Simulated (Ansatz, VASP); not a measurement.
**AlFe in VASP and in Ansatz**

```
Fe Al
1.0
     2.95678    0.00000    0.00000
     0.00000    2.95678    0.00000
     0.00000    0.00000    2.95678
Fe Al
1 1
Direct
  0.50000 0.50000 0.50000
  0.00000 0.00000 0.00000
```

Alike in both runs: task single point; functional PBE; k mesh 11 × 11 × 11; no spin polarisation.

|  | VASP | Ansatz |
| --- | --- | --- |
| version | VASP 6.6.1 | Ansatz 0.2.0 |
| potentials or method | VASP PAW PBE potentials, release 64 (Fe, Al), cutoff 520 eV | PAW plane waves |
| occupations | fermi-dirac, width 0.1 eV | fermi-dirac |
| valence electrons in the cell | 11 | 19 |

|  | VASP | Ansatz | Ansatz less VASP |
| --- | --- | --- | --- |
| pressure (GPa) | -13.1 | -13.0 | +0.01 |

VASP's potentials hold 11 valence electrons a cell and Ansatz's 19, so a difference there can come from the potentials and not from the codes.
